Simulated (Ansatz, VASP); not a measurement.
Two plane-wave programs on B27N26

```
B N
1.0
     0.00000    5.43900    5.43900
     5.43900    0.00000    5.43900
     5.43900    5.43900    0.00000
B N
27 26
Direct
  0.00060 0.99952 0.00040
  0.00099 0.99973 0.33377
  0.00099 0.99973 0.66642
  0.00092 0.33285 0.00073
  0.99341 0.33551 0.33600
  0.00092 0.33285 0.66641
  0.00089 0.66557 0.00069
  0.00089 0.66557 0.33375
  0.00022 0.66623 0.66723
  0.33397 0.99973 0.00079
  0.33685 0.99077 0.33664
  0.33397 0.99973 0.66642
  0.33619 0.33550 0.99324
  0.33618 0.33551 0.33598
  0.33424 0.33306 0.66680
  0.33395 0.66557 0.00069
  0.33428 0.66578 0.33408
  0.33428 0.66578 0.66677
  0.66662 0.99972 0.00079
  0.66662 0.99973 0.33377
  0.66741 0.99907 0.66721
  0.66662 0.33285 0.00072
  0.66700 0.33306 0.33404
  0.66700 0.33306 0.66680
  0.66743 0.66623 0.00002
  0.66697 0.66578 0.33408
  0.66743 0.66623 0.66723
  0.25044 0.24932 0.58260
  0.25044 0.24932 0.91855
  0.25047 0.58182 0.25027
  0.25047 0.58276 0.58384
  0.25047 0.58181 0.91836
  0.25052 0.91718 0.25032
  0.25052 0.91718 0.58289
  0.25062 0.91618 0.91705
  0.58280 0.24932 0.25024
  0.58401 0.24928 0.58381
  0.58280 0.24932 0.91855
  0.58404 0.58276 0.25027
  0.58404 0.58276 0.58384
  0.58385 0.58272 0.91717
  0.58309 0.91717 0.25032
  0.58385 0.91621 0.58366
  0.58386 0.91621 0.91719
  0.91875 0.24932 0.25024
  0.91875 0.24932 0.58260
  0.91726 0.24952 0.91706
  0.91855 0.58182 0.25027
  0.91736 0.58272 0.58365
  0.91737 0.58272 0.91717
  0.91725 0.91618 0.25042
  0.91739 0.91621 0.58366
  0.91726 0.91618 0.91706
```

Alike in both runs: task single point; functional PBE; k mesh 2 × 2 × 2; occupations gaussian, width 0.05 eV; collinear spin.

|  | VASP | Ansatz |
| --- | --- | --- |
| version | VASP 6.6.1 | Ansatz 0.2.0 |
| potentials or method | VASP PAW PBE potentials, release 64 (B, N), cutoff 520 eV | scalar-relativistic, plane waves, PAW |
| valence electrons in the cell | 211 | 211 |

|  | VASP | Ansatz | Ansatz less VASP |
| --- | --- | --- | --- |
| gap on the k mesh at the Fermi level (eV) | none | none | - |
| net moment per atom (μB) | 0.01 | 0.01 | 0.000 |
| size of the moment on the site where the two differ most (μB) | 0.10 | 0.05 | -0.044 |

Site moments also hang on the region over which each program counts them. A gap of «none» marks a metal or a gap that the smearing closes. Ansatz's warnings: moment headroom below auto, near symmetry operation missed by atoms, stability check not made, structure snapped to symmetry.

The k mesh is coarse, so the values compare programs but aren't converged.
